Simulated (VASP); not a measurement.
A run of VASP 6.6.1 is set up as follows.

File INCAR:

```
SYSTEM = IrRh2
PREC = Accurate
ENCUT = 600
EDIFF = 1E-6
ISMEAR = 0
SIGMA = 0.1
LREAL = .FALSE.
LASPH = .TRUE.
NELM = 80
ALGO = Normal
ISIF = 3
LWAVE = .FALSE.
LCHARG = .FALSE.
GGA = PE
IBRION = 2
NSW = 90
EDIFFG = -0.04
```

Contents of KPOINTS:

```
Automatic mesh
0
G
  6 6 2
  0 0 0
```

The input POSCAR:

```
IrRh2
1.0
    2.6977066300      0.0000000000      0.0000000000
   -1.3488533100      2.3362824700      0.0000000000
    0.0000000000      0.0000000000     13.1196164000
Ir Rh
2 4
Direct
    0.6666666700      0.3333333300      0.3333333300
    0.6666666700      0.3333333300      0.6666666700
    0.6666666700      0.3333333300      0.0000000000
    0.3333333300      0.6666666700      0.8333333300
    0.3333333300      0.6666666700      0.1666666700
    0.3333333300      0.6666666700      0.5000000000
```

Potentials or basis: VASP PAW PBE potentials, release 64 (Ir, Rh_pv).

Launch:

```sh
$ cat potpaw_PBE.64/Ir/POTCAR potpaw_PBE.64/Rh_pv/POTCAR > POTCAR
$ mpirun -np 1 vasp_std > vasp.out
```

Q: Predict the relaxed cell.

A: a = 2.751 Å, b = 2.751 Å, c = 13.069 Å, α = 90.00°, β = 90.00°, γ = 120.00°.

Q: What does it give for the relaxed volume?

A: 14.27 Å³/atom.

The path:
```csv
step,energy change (eV),largest force (eV/Å),pressure (GPa),volume (Å³)
1,0.0000,0.1799,10.92,82.69
2,0.5247,0.1878,-21.39,94.41
3,-0.1181,0.1322,-1.25,85.99
4,-0.1183,0.1337,-0.87,85.87
5,-0.1288,0.0346,0.43,85.52
6,-0.1309,0.0640,0.02,85.62
7,-0.1309,0.0623,0.04,85.62
8,-0.1311,0.0207,-0.06,85.65
```

Caveat: the k points lie up to 0.44 Å⁻¹ apart in the final cell.
